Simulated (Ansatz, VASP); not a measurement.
## CoW3 in VASP and in Ansatz

INCAR

```
PREC = Accurate ; ENCUT = 520
EDIFF = 1E-6 ; ISMEAR = 0
SIGMA = 0.1 ; LREAL = False
LASPH = True ; NELM = 150
ALGO = Normal ; ISIF = 2
LWAVE = False ; LCHARG = False
ISPIN = 2 ; MAGMOM = 0 0 0 2
LORBIT = 11 ; LMAXMIX = 4
GGA = PE ; NBANDS = 38
```

Contents of KPOINTS:

```
Automatic mesh
0
Gamma
  6 6 6
```

Contents of POSCAR:

```
CoW3
1.0
    0.0000000000      3.0767554381      3.0767554381
    3.0767554381      0.0000000000      3.0767554381
    3.0767554381      3.0767554381      0.0000000000
W Co
3 1
Direct
    0.2500000000      0.2500000000      0.2500000000
    0.7500000000      0.7500000000      0.7500000000
    0.5000000000      0.5000000000      0.5000000000
    0.0000000000      0.0000000000      0.0000000000
```

Input for Ansatz:

```yaml
crystal:
  lattice:
    - [0.0, 3.0767554381, 3.0767554381]
    - [3.0767554381, 0.0, 3.0767554381]
    - [3.0767554381, 3.0767554381, 0.0]
  atoms:
    - { symbol: W, position: [0.25, 0.25, 0.25] }
    - { symbol: W, position: [0.75, 0.75, 0.75] }
    - { symbol: W, position: [0.5, 0.5, 0.5] }
    - { symbol: Co, position: [0.0, 0.0, 0.0], spin: 2.0 }
basis:
  ecutwfc: 420
kpoints:
  mp_grid: { grid: [6, 6, 6] }
hamiltonian:
  xc: pbe
scf:
  occupations: { method: gaussian, width: 0.1 }
  lower_state_search: "off"
output:
  forces: true
  stress: true
  eigenvalues: true
  populations: true
magnetization:
  spin_polarized: true
```

Alike in both runs: task single point; functional PBE; k mesh 6 × 6 × 6; occupations gaussian, width 0.1 eV; collinear spin.

|  | VASP | Ansatz |
| --- | --- | --- |
| version | VASP 6.6.1 | Ansatz 0.2.0 |
| potentials or method | VASP PAW PBE potentials, release 64 (W_sv, Co), cutoff 520 eV | scalar-relativistic, plane waves, PAW |
| valence electrons in the cell | 51 | 59 |

```tsv
	VASP	Ansatz	Ansatz less VASP
gap on the k mesh at the Fermi level (eV)	none	none	-
pressure (GPa)	8.8	8.4	-0.41
net moment per atom (μB)	0.42	0.43	+0.009
size of the moment on the site where the two differ most (μB)	1.25	1.30	+0.049
```

Site moments also hang on the region over which each program counts them. A gap of «none» marks a metal or a gap that the smearing closes. With one functional, cell and mesh, what is left measures potentials, basis and numerics. VASP's potentials hold 51 valence electrons a cell and Ansatz's 59, so a difference there can come from the potentials and not from the codes.

Spin-orbit coupling is off throughout.
